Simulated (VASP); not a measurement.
# O2 in VASP: further runs

Aim: see how the results for O2 move with the level of theory and the settings. Levels: LDA, PBE0. Tasks: single point.

Program: VASP 6.6.1. These are calculated values, not measurements. Logs are shortened: lines on timing, memory, paths and dates and some standing lists are left out, and cuts for length are marked.

## 1. The cell of the first run

The cell holds a cluster in a box, 2 atoms: a = 11.000 Å, b = 11.500 Å, c = 12.000 Å, α = 90.00°, β = 90.00°, γ = 90.00°.

## 2. Single point, LDA, collinear spin, ferromagnetic start

INCAR reads:

```
PREC = Accurate
ENCUT = 520
EDIFF = 1E-6
ISMEAR = -1
SIGMA = 0.05
LREAL = F
LASPH = T
NELM = 150
ALGO = Normal
ISIF = 2
LWAVE = F
LCHARG = F
ISPIN = 2
MAGMOM = 1 1
LORBIT = 11
GGA = CA
NBANDS = 17
```

KPOINTS reads:

```
Automatic mesh
0
Gamma
  1 1 1
```

POSCAR reads:

```
O
1.0
   11.0000000000      0.0000000000      0.0000000000
    0.0000000000     11.5000000000      0.0000000000
    0.0000000000      0.0000000000     12.0000000000
O
2
Direct
    0.5000000000      0.5000000000      0.4495810000
    0.5000000000      0.5000000000      0.5504190000
```

Potentials or basis: VASP PAW LDA potentials, release 64 (O).

Command:

```console
$ cat potpaw_LDA.64/O/POTCAR > POTCAR
$ mpirun -np 1 vasp_gam > vasp.out
```

OUTCAR:

```text
PREC = Accurate
   ENCUT = 520
   EDIFF = 1E-6
   ISMEAR = -1
   LREAL = F
   LASPH = T
   NELM = 150
   ISIF = 2
   ISPIN = 2
   LORBIT = 11
   GGA = CA

 ion  position               nearest neighbor table
   1  0.500  0.500  0.450-   2 1.21
   2  0.500  0.500  0.550-   1 1.21

  LATTYP: Found a simple orthorhombic cell.
 ALAT       =    11.0000000000
 B/A-ratio  =     1.0454545455
 C/A-ratio  =     1.0909090909

  Lattice vectors:

 A1 = (  11.0000000000,   0.0000000000,   0.0000000000)
 A2 = (   0.0000000000,  11.5000000000,   0.0000000000)
 A3 = (   0.0000000000,   0.0000000000,  12.0000000000)

Analysis of symmetry for initial positions (statically):
=====================================================================
 Subroutine PRICEL returns:
 Original cell was already a primitive cell.

 Routine SETGRP: Setting up the symmetry group for a
 simple orthorhombic supercell.

 Subroutine GETGRP returns: Found  8 space group operations
 (whereof  8 operations were pure point group operations)
 out of a pool of  8 trial point group operations.

The static configuration has the point symmetry D_2h.

Analysis of symmetry for dynamics (positions and initial velocities):
=====================================================================
 Subroutine PRICEL returns:
 Original cell was already a primitive cell.

 Routine SETGRP: Setting up the symmetry group for a
 simple orthorhombic supercell.

 Subroutine GETGRP returns: Found  8 space group operations
 (whereof  8 operations were pure point group operations)
 out of a pool of  8 trial point group operations.

The dynamic configuration has the point symmetry D_2h.

Analysis of structural, dynamic, and magnetic symmetry:
=====================================================================
 Subroutine PRICEL returns:
 Original cell was already a primitive cell.

 Routine SETGRP: Setting up the symmetry group for a
 simple orthorhombic supercell.

 Subroutine GETGRP returns: Found  8 space group operations
 (whereof  8 operations were pure point group operations)
 out of a pool of  8 trial point group operations.

The overall configuration has the point symmetry D_2h.

 Subroutine INISYM returns: Found  8 space group operations
 (whereof  8 operations are pure point group operations),
 and found     1 'primitive' translations

----------------------------------------------------------------------------------------

                                     Primitive cell

  volume of cell :    1518.0000

  direct lattice vectors                    reciprocal lattice vectors
    11.000000000  0.000000000  0.000000000     0.090909091  0.000000000  0.000000000
     0.000000000 11.500000000  0.000000000     0.000000000  0.086956522  0.000000000
     0.000000000  0.000000000 12.000000000     0.000000000  0.000000000  0.083333333

  length of vectors
    11.000000000 11.500000000 12.000000000     0.090909091  0.086956522  0.083333333

  position of ions in fractional coordinates (direct lattice)
     0.500000000  0.500000000  0.449581000
     0.500000000  0.500000000  0.550419000

  ion indices of the primitive-cell ions
   primitive index   ion index
                 1           1
                 2           2

----------------------------------------------------------------------------------------

 KPOINTS: Automatic mesh

Automatic generation of k-mesh.
 Grid dimensions read from file:
 generate k-points for:    1    1    1

 Generating k-lattice:

  Cartesian coordinates                     Fractional coordinates (reciprocal lattice)
     0.090909091  0.000000000  0.000000000     1.000000000  0.000000000  0.000000000
     0.000000000  0.086956522  0.000000000     0.000000000  1.000000000  0.000000000
     0.000000000  0.000000000  0.083333333     0.000000000  0.000000000  1.000000000

  Length of vectors
     0.090909091  0.086956522  0.083333333

  Shift w.r.t. Gamma in fractional coordinates (k-lattice)
     0.000000000  0.000000000  0.000000000

 Subroutine IBZKPT returns following result:
 ===========================================

 Found      1 irreducible k-points:

 Following reciprocal coordinates:
            Coordinates               Weight
  0.000000  0.000000  0.000000      1.000000
   k-points           NKPTS =      1   k-points in BZ     NKDIM =      1   number of bands    NBANDS=     17
   number of dos      NEDOS =    301   number of ions     NIONS =      2
   total plane-waves  NPLWV = 680400
   dimension x,y,z NGX =    84 NGY =   90 NGZ =   90
   dimension x,y,z NGXF=   168 NGYF=  180 NGZF=  180
   ions per type =               2
   NGX,Y,Z   is equivalent  to a cutoff of  12.70, 13.01, 12.47 a.u.
   NGXF,Y,Z  is equivalent  to a cutoff of  25.39, 26.02, 24.94 a.u.
 SYSTEM =  unknown system
   PREC   = accura    normal or accurate (medium, high low for compatibility)
   ISTART =      0    job   : 0-new  1-cont  2-samecut
   ICHARG =      2    charge: 1-file 2-atom 10-const
   ISPIN  =      2    spin polarized calculation?
   LNONCOLLINEAR =      F non collinear calculations
   LSORBIT =      F    spin-orbit coupling
   LASPH  =      T    aspherical Exc in radial PAW
   ENCUT  =  520.0 eV  38.22 Ry    6.18 a.u.  20.45 21.38 22.31*2*pi/ulx,y,z
   NELM   =    150;   NELMIN=  2; NELMDL= -5     # of ELM steps
   EDIFF  = 0.1E-05   stopping-criterion for ELM
   LREAL  =      F    real-space projection
   EDIFFG = 0.1E-04   stopping-criterion for IOM
   NSW    =      0    number of steps for IOM
   IBRION =     -1    ionic relax: 0-MD 1-quasi-New 2-CG
   NFREE  =      0    steps in history (QN), initial steepest desc. (CG)
   ISIF   =      2    stress and relaxation
   ISYM   =      2    0-nonsym 1-usesym 2-fastsym
   POTIM  = 0.5000    time-step for ionic-motion
   TEBEG  =    0.0;   TEEND  =   0.0 temperature during run
   PSTRESS=    0.0 pullay stress
   NELECT =      12.0000    total number of electrons
   NUPDOWN=      -1.0000    fix difference up-down
   EMIN   =  10.00;   EMAX   =-10.00  energy-range for DOS
   EFERMI =   0.00;   METHOD = LEGACY
   ISMEAR =    -1;   SIGMA  =   0.05  broadening in eV -4-tet -1-fermi 0-gaus
   EFERMI_NEDOS =   21; number of points for ismear=-14 and -15
   IALGO  =     38    algorithm
   IMIX   =      4    mixing-type and parameters
     AMIX     =   0.40;   BMIX     =  1.00
     AMIX_MAG =   1.60;   BMIX_MAG =  1.00
  volume/ion in A,a.u.               =     759.00      5121.98
  Fermi-wavevector in a.u.,A,eV,Ry     =   0.326120  0.616278  1.447041  0.106355
  Thomas-Fermi vector in A             =   1.217707
   LORBIT       =     11    0 simple, 1 ext, 2 COOP (PROOUT), +10 PAW based schemes
   GGA     = CA    functional components
   LHFCALC =     F    Hartree Fock is set to
   AEXX    =    0.0000 exact exchange contribution
   IVDW    =     0    specifies the selected vdW correction
   LEPSILON=     F    determine dielectric tensor
   LRPA    =     F    only Hartree local field effects (RPA)
 spin polarized calculation
  energy-cutoff  :      520.00
  volume of cell :     1518.00
 maximum number of plane-waves:     20458
 NGX is ok and might be reduce to    84
   NGX = 41   NGY = 43   NGZ = 45

 number of electron      12.0000001 magnetization       2.0000004

 Free energy of the ion-electron system (eV)
  ---------------------------------------------------
  ext. energy  EPLUGINS =         0.00000000
  ---------------------------------------------------
  free energy    TOTEN  =       -10.47153740 eV

  energy without entropy =      -10.47153739  energy(sigma->0) =      -10.47153740

 E-fermi :  -5.8537     XC(G=0):  -0.3672

 val. band max:       -6.8363085322   @ k =   0.0000   0.0000   0.0000
 cond. band min:      -4.8710663515   @ k =   0.0000   0.0000   0.0000
 fundamental gap:      1.9652421807
 Fermi energy:        -5.8537221786

 spin component 1

 k-point     1 :       0.0000    0.0000    0.0000
  band No.  band energies     occupation
      1     -32.9978      1.00000
      2     -20.1880      1.00000
      3     -13.6829      1.00000
      4     -13.6258      1.00000
      5     -13.6258      1.00000
      6      -6.8363      1.00000
      7      -6.8363      1.00000
      8      -0.1933      0.00000
      9       0.7112      0.00000
     10       0.7839      0.00000
     11       0.9316      0.00000
     12       1.0185      0.00000
     13       1.0955      0.00000
     14       1.2074      0.00000
     15       1.6956      0.00000
     16       1.9435      0.00000
     17       2.0024      0.00000
 Fermi energy:        -5.8537221786

 spin component 2

 k-point     1 :       0.0000    0.0000    0.0000
  band No.  band energies     occupation
      1     -31.7758      1.00000
      2     -18.5668      1.00000
      3     -12.5911      1.00000
      4     -11.9800      1.00000
      5     -11.9800      1.00000
      6      -4.8711      0.00000
      7      -4.8711      0.00000
      8      -0.1557      0.00000
      9       0.7947      0.00000
     10       0.8280      0.00000
     11       0.9633      0.00000
     12       1.0535      0.00000
     13       1.1022      0.00000
     14       1.2130      0.00000
     15       1.8081      0.00000
     16       1.9762      0.00000
     17       2.0377      0.00000

------------------------ aborting loop because EDIFF is reached ----------------------------------------

  FORCE on cell =-STRESS in cart. coord.  units (eV):
  Direction    XX          YY          ZZ          XY          YZ          ZX
  --------------------------------------------------------------------------------------
  -------------------------------------------------------------------------------------
  Total       -0.0676871     -0.0672947      0.9954925      0.0000000      0.0000000      0.0000000
  in kB       -0.0714406     -0.0710264      1.0506953      0.0000000      0.0000000      0.0000000
  external PRESSURE =       0.3027428 kB  Pullay stress =       0.0000000 kB

 VOLUME and BASIS-vectors are now :
 -----------------------------------------------------------------------------
  energy-cutoff  :      520.00
  volume of cell :     1518.00
      direct lattice vectors                 reciprocal lattice vectors
    11.000000000  0.000000000  0.000000000     0.090909091  0.000000000  0.000000000
     0.000000000 11.500000000  0.000000000     0.000000000  0.086956522  0.000000000
     0.000000000  0.000000000 12.000000000     0.000000000  0.000000000  0.083333333

 POSITION                                       TOTAL-FORCE (eV/Angst)
 -----------------------------------------------------------------------------------
      5.50000      5.75000      5.39497         0.000000      0.000000     -0.886711
      5.50000      5.75000      6.60503         0.000000      0.000000      0.886711
 -----------------------------------------------------------------------------------
    total drift:                                0.000000     -0.000000      0.000000

  FREE ENERGIE OF THE ION-ELECTRON SYSTEM (eV)
  ---------------------------------------------------
  free  energy   TOTEN  =       -10.4715374030 eV

  energy  without entropy=      -10.4715373910  energy(sigma->0) =      -10.47153740

 total charge

# of ion       s       p       d       tot
------------------------------------------
    1        1.602   3.305   0.000   4.907
    2        1.602   3.305   0.000   4.907
--------------------------------------------------
tot          3.204   6.611   0.000   9.815

 magnetization (x)

# of ion       s       p       d       tot
------------------------------------------
    1        0.008   0.797   0.000   0.805
    2        0.008   0.797   0.000   0.805
--------------------------------------------------
tot          0.016   1.593   0.000   1.609
```

Run time: 1.8 min. Hardware: 1 thread of Intel Xeon Platinum 8259CL at 2.50GHz (Skylake/Cascade Lake), shared host; peak memory 0.86 GiB.

What came out:

* Free energy: -10.4715 eV
* Largest force: 0.887 eV/Å
* Net moment: 2.00 μB per cell
* Site moments: O +0.81 μB
* Valence electrons inside the program's atomic spheres: O 4.91

Forces in eV/Å, atoms in the order of the input:
```
O    0.000  0.000 -0.887
O    0.000  0.000  0.887
```

Levels at points of the mesh, in eV from the Fermi level:
Spin up:
| k point | band 4 | band 5 | band 6 | band 7 | band 8 | band 9 | band 10 | band 11 |
| --- | --- | --- | --- | --- | --- | --- | --- | --- |
| (0.00, 0.00, 0.00) | -7.77 | -7.77 | -0.98 | -0.98 | 5.66 | 6.56 | 6.64 | 6.79 |
Spin down:
```csv
k point,band 2,band 3,band 4,band 5,band 6,band 7,band 8,band 9
"(0.00, 0.00, 0.00)",-12.71,-6.74,-6.13,-6.13,0.98,0.98,5.70,6.65
```

Caveat: the standard files for N, O and F lose accuracy on very short bonds.

(Part 1 of 2 ends here.)
